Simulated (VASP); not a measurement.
Runs of VASP 6.6.1 on Fe3PdC. The structure is that of space group Pm-3m (No. 221), or close to it. The cells are those of the table. 

```tsv
task	spin	cell	k mesh	gap on the mesh (eV)	pressure (GPa)	moment (μB)
single point	collinear, ferromagnetic start	a = 3.855 Å, 5 atoms	10 × 10 × 10	none	0.3	7.50
single point	off	a = 3.764 Å, 5 atoms	10 × 10 × 10	none	(a)	-
relaxation of cell and atoms	off	relaxed from a = 3.855 Å, 5 atoms	10 × 10 × 10	none	0.0	-
single point	collinear, ferromagnetic start	a = 3.815 Å, 5 atoms	6 × 6 × 6	none	4.6	(b)
```

Alike in all rows: level PBE; potentials or basis VASP PAW PBE potentials, release 64 (Pd, C, Fe); cutoff (eV) 600; smearing gaussian 0.1 eV.

Task: Estimate the missing entries.

Result: (a) 0.6; (b) 6.86.

Caveats: the cell stands under pressure (at least some runs).

A k mesh can miss the band edges, and the runs leave out spin-orbit coupling on Pd.

A gap of «none» marks levels without a gap at the run's occupations.
